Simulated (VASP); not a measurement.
Al3SiPd2, 6 atoms in the cell. The structure is hexagonal, space group P6/mmm (No. 191). Conventional cell: a = 4.077 Å, b = 4.077 Å, c = 6.073 Å, α = 90.00°, β = 90.00°, γ = 120.00°. Al (site symmetry mmm) has 4 Al at 2.04 Å and 2 Si at 2.04 Å within 2.7 Å. Within 2.6 Å of Si (site symmetry 6/mmm) lie 2 Pd at 1.94 Å and 6 Al at 2.04 Å. Pd (site symmetry 6mm) has 1 Si at 1.94 Å and 1 Pd at 2.20 Å within 2.6 Å. 

```yaml
Program: VASP 6.6.1
Task: relaxation of cell and atoms
Functional: PBE
Potentials_or_basis: VASP PAW PBE potentials, release 64 (Al, Si, Pd)
Cutoff: 600 eV
k_mesh: 6 × 6 × 4
Occupations: gaussian, width 0.1 eV
Spin: no spin polarisation
Dipole_correction: no
Further_INCAR_settings: ALGO = Fast; EDIFF = 1e-06; IBRION = 2; EDIFFG = -0.04; NSW = 90; ISIF = 3
```

Potentials or basis: VASP PAW PBE potentials, release 64 (Al, Si, Pd).

Command:

```sh
$ cat potpaw_PBE.64/Al/POTCAR potpaw_PBE.64/Si/POTCAR potpaw_PBE.64/Pd/POTCAR > POTCAR
$ mpirun -np 1 vasp_std > vasp.out
```

Hardware: 1 thread of Intel Xeon 6975P-C (shared host).

Task: Estimate the wall time of this run.

Result: Run time: 38 min on 1 thread of Intel Xeon 6975P-C (shared host), peak memory 0.29 GiB. Counts: scf iterations 531, k points 21, ion steps 17.
